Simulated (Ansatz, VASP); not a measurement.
# Two plane-wave programs on H

```
H
1.0
     2.64964    0.00000    0.00000
     0.00000    2.64964    0.00000
     0.00000    0.00000    1.00501
H
1
Direct
  0.00000 0.00000 0.50000
```

Change from the starting cell: strain +0.000 along x and y, +0.025 along z, atoms carried along.

Alike in both runs: task single point; functional PBE; dispersion D3(BJ); k mesh 10 × 10 × 26; occupations gaussian, width 0.05 eV; no spin polarisation.

|  | VASP | Ansatz |
| --- | --- | --- |
| version | VASP 6.6.1 | Ansatz 0.2.0 |
| potentials or method | VASP PAW PBE potentials, release 64 (H), cutoff 520 eV | scalar-relativistic, plane waves, PAW |
| valence electrons in the cell | 1 | 1 |

```tsv
	VASP	Ansatz	Ansatz less VASP
gap on the k mesh at the Fermi level (eV)	none	none	-
pressure (GPa)	-2.1	-1.8	+0.28
traceless stress, the component that is largest in VASP (GPa)	-5.28	-5.26	+0.025
```

A gap of «none» marks a metal or a gap that the smearing closes.
